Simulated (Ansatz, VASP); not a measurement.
**Two plane-wave programs on Mn**

```
Mn
1.0
     0.00000    2.43030    2.43030
     2.43030    0.00000    2.43030
     2.43030    2.43030    0.00000
Mn
2
Direct
  0.00000 0.00000 0.00000
  0.50000 0.50000 0.50000
```

Alike in both runs: functional RPBE; k mesh 12 × 12 × 12; occupations fermi-dirac, width 0.05 eV; collinear spin.

Ansatz relaxed the structure, and its values are those at the end. VASP's run is a single point on that final structure, the one shown.

|  | VASP | Ansatz |
| --- | --- | --- |
| version | VASP 6.6.1 | Ansatz 0.2.0 |
| potentials or method | VASP PAW PBE potentials, release 64 (Mn_pv), cutoff 520 eV | plane waves (420 eV) with PAW, scalar-relativistic |
| valence electrons in the cell | 26 | 30 |

|  | VASP | Ansatz | Ansatz less VASP |
| --- | --- | --- | --- |
| pressure (GPa) | 0.2 | 0.0 | -0.23 |
| net moment per atom (μB) | 0.00 | 0.00 | 0.000 |
| size of the moment on the site where the two differ most (μB) | 2.70 | 2.58 | -0.115 |

VASP's potentials were made for PBE, not for RPBE. Site moments also hang on the region over which each program counts them. The functional is the same, so the differences come from potentials, cutoffs and numerics. VASP's potentials hold 26 valence electrons a cell and Ansatz's 30, so a difference there can come from the potentials and not from the codes.
